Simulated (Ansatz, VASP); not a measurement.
## Al in VASP and in Ansatz

```xyz
8
Lattice="-2.8144 0.0000 0.0000 -1.4072 -2.4374 0.0000 -2.3454 -1.6249 18.4821" Properties=species:S:1:pos:R:3 pbc="T T T"
Al   -4.2216   -2.4374    1.1551
Al   -4.2216   -2.4374   10.3962
Al   -1.4072   -0.8125   12.7064
Al   -1.4072   -0.8125    3.4654
Al    0.0000    0.0000   15.0167
Al    0.0000    0.0000    5.7757
Al   -2.8144   -1.6249   17.3270
Al   -2.8144   -1.6249    8.0859
```

Alike in both runs: task single point; functional PBE; dispersion D3(BJ); k mesh 16 × 16 × 2; occupations gaussian, width 0.15 eV; no spin polarisation.

|  | VASP | Ansatz |
| --- | --- | --- |
| version | VASP 6.6.1 | Ansatz 0.2.0 |
| potentials or method | VASP PAW PBE potentials, release 64 (Al), cutoff 520 eV | scalar-relativistic, plane waves, PAW |
| valence electrons in the cell | 24 | 24 |

|  | VASP | Ansatz | Ansatz less VASP |
| --- | --- | --- | --- |
| gap on the k mesh at the Fermi level (eV) | none | none | - |
| pressure (GPa) | 1.9 | 1.9 | 0.00 |
| traceless stress, the component that is largest in VASP (GPa) | 3.85 | 3.85 | -0.005 |
| rms of the force components (eV/Å) | 0.532 | 0.532 | -0.0005 |

Atom by atom the forces differ by 0.001 eV/Å (rms over components). A gap of «none» marks a metal or a gap that the smearing closes.
